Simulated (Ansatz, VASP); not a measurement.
**SiC in VASP and in Ansatz**

```
CELL_PARAMETERS angstrom
0.00000 2.02848 2.02848
2.02848 0.00000 2.02848
2.02848 2.02848 0.00000
ATOMIC_POSITIONS crystal
Si 0.50000 0.50000 0.50000
C 0.00000 0.00000 0.00000
```

Alike in both runs: task single point; functional PBE; k mesh 24 × 24 × 24; occupations gaussian, width 0.1 eV; no spin polarisation.

|  | VASP | Ansatz |
| --- | --- | --- |
| version | VASP 6.6.1 | Ansatz 0.2.0 |
| potentials or method | VASP PAW PBE potentials, release 64 (Si, C), cutoff 520 eV | scalar-relativistic, plane waves, PAW |
| valence electrons in the cell | 8 | 8 |

Ansatz gave:

- gap on the k mesh at the Fermi level (eV): none
- pressure (GPa): 0.0

Q: Estimate VASP's values.

A: gap on the k mesh at the Fermi level (eV): none; pressure (GPa): 0.2.

A gap of «none» marks a metal or a gap that the smearing closes.
